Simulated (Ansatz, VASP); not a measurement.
Two plane-wave programs on Si3N4

Contents of INCAR:

```
SYSTEM = Si3N4
PREC = Accurate
ENCUT = 520
EDIFF = 1E-8
ISMEAR = -1
SIGMA = 0.02
LREAL = .FALSE.
LASPH = .TRUE.
NELM = 60
ALGO = Normal
ISIF = 2
LWAVE = .FALSE.
LCHARG = .FALSE.
GGA = PE
LEFG = .TRUE.
NBANDS = 45
```

The input KPOINTS:

```
regular mesh
0
G
  4 4 9
  0 0 0
```

The input POSCAR:

```
Si3N4
1.0
    7.6170000000      0.0000000000      0.0000000000
   -3.8085000000      6.5965155006      0.0000000000
    0.0000000000      0.0000000000      2.9134000000
Si N
6 8
Direct
    0.1784000000      0.7749000000      0.2500000000
    0.4035000000      0.1784000000      0.7500000000
    0.2251000000      0.4035000000      0.2500000000
    0.8216000000      0.2251000000      0.7500000000
    0.5965000000      0.8216000000      0.2500000000
    0.7749000000      0.5965000000      0.7500000000
    0.3333333333      0.6666666667      0.2500000000
    0.6666666667      0.3333333333      0.7500000000
    0.3359000000      0.0328000000      0.2500000000
    0.3031000000      0.3359000000      0.7500000000
    0.9672000000      0.3031000000      0.2500000000
    0.6641000000      0.9672000000      0.7500000000
    0.6969000000      0.6641000000      0.2500000000
    0.0328000000      0.6969000000      0.7500000000
```

Input for Ansatz:

```yaml
crystal:
  lattice:
    - [7.617, 0.0, 0.0]
    - [-3.8085, 6.5965155006, 0.0]
    - [0.0, 0.0, 2.9134]
  atoms:
    - { symbol: Si, position: [0.1784, 0.7749, 0.25] }
    - { symbol: Si, position: [0.4035, 0.1784, 0.75] }
    - { symbol: Si, position: [0.2251, 0.4035, 0.25] }
    - { symbol: Si, position: [0.8216, 0.2251, 0.75] }
    - { symbol: Si, position: [0.5965, 0.8216, 0.25] }
    - { symbol: Si, position: [0.7749, 0.5965, 0.75] }
    - { symbol: "N", position: [0.3333333333, 0.6666666667, 0.25] }
    - { symbol: "N", position: [0.6666666667, 0.3333333333, 0.75] }
    - { symbol: "N", position: [0.3359, 0.0328, 0.25] }
    - { symbol: "N", position: [0.3031, 0.3359, 0.75] }
    - { symbol: "N", position: [0.9672, 0.3031, 0.25] }
    - { symbol: "N", position: [0.6641, 0.9672, 0.75] }
    - { symbol: "N", position: [0.6969, 0.6641, 0.25] }
    - { symbol: "N", position: [0.0328, 0.6969, 0.75] }
kpoints:
  mp_grid: { grid: [4, 4, 9] }
scf:
  occupations: { method: fermi_dirac, width: 0.02 }
hamiltonian:
  xc: pbe
  pseudopotentials: { kind: paw }
output:
  forces: true
  stress: true
  populations: true
  efg:
    quadrupole_moments_barn: { "N": 0.02044 }
    contact_densities: true
  write_density: true
  write_potential: true
  elf: true
  volumetric_format: npy
```

Alike in both runs: task electric field gradients; functional PBE; k mesh 4 × 4 × 9; occupations fermi-dirac, width 0.02 eV; no spin polarisation.

|  | VASP | Ansatz |
| --- | --- | --- |
| version | VASP 6.6.1 | Ansatz 0.2.0 |
| potentials or method | VASP PAW PBE potentials, release 64 (Si, N) | plane-wave PAW, scalar-relativistic |
| plane-wave cutoff (eV) | 520 | 420 |
| valence electrons in the cell | 64 | 64 |

|  | VASP | Ansatz | Ansatz less VASP |
| --- | --- | --- | --- |
| gap on the k mesh at the Fermi level (eV) | 4.13 | 4.14 | +0.013 |
| pressure (GPa) | 4.1 | 4.4 | +0.29 |
| traceless stress, the component that is largest in VASP (GPa) | -0.75 | -0.69 | +0.062 |
| rms of the force components (eV/Å) | 0.523 | 0.520 | -0.0029 |
| size of Vzz on the site where it differs most (V/Å²) | 46.0 | 48.8 | +2.73 |

Atom by atom the forces differ by 0.004 eV/Å (rms over components). The functional is the same, so the differences come from potentials, cutoffs and numerics.
